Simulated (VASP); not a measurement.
Set up this calculation in VASP 6.6.1, as the native input.

```yaml
Task: single point
Functional: PBE
Potentials_or_basis: VASP PAW PBE potentials, release 64 (Hg, Te)
Cutoff: 520 eV
k_mesh: 7 × 7 × 7
Occupations: fermi-dirac, width 0.05 eV
Spin: no spin polarisation
Dipole_correction: no
Further_INCAR_settings: ALGO = Normal; EDIFF = 1e-06; NBANDS = 16
```

The structure of HgTe (Coloradoite) lies in POSCAR:

```
HgTe
1.0
    0.0000000000      3.3267553295      3.3267553295
    3.3267553295      0.0000000000      3.3267553295
    3.3267553295      3.3267553295      0.0000000000
Hg Te
1 1
Direct
    0.0000000000      0.0000000000      0.0000000000
    0.7500000000      0.7500000000      0.7500000000
```

One way to write it, as run:

INCAR

```
SYSTEM = HgTe
PREC = Accurate
ENCUT = 520
EDIFF = 1E-6
ISMEAR = -1
SIGMA = 0.05
LREAL = .False.
LASPH = .True.
NELM = 100
ALGO = Normal
ISIF = 2
LWAVE = .False.
LCHARG = .True.
GGA = PE
LELF = .True.
LVHAR = .True.
NBANDS = 16
```

KPOINTS

```
Automatic mesh
0
Gamma
  7 7 7
  0 0 0
```

Potentials or basis: VASP PAW PBE potentials, release 64 (Hg, Te).

Launch:

```bash
$ cat potpaw_PBE.64/Hg/POTCAR potpaw_PBE.64/Te/POTCAR > POTCAR
$ mpirun -np 1 vasp_std > vasp.out
```

Results of the run:

```yaml
Pressure: 0.0 GPa
Band_gap_on_the_k_mesh: zero (filled and empty bands touch)
```

Caveat: spin-orbit coupling is left out, which moves the levels of the heavy elements.

It took 32 s on 1 thread of Intel Xeon 8259CL, on a shared host, peak memory 0.21 GiB.
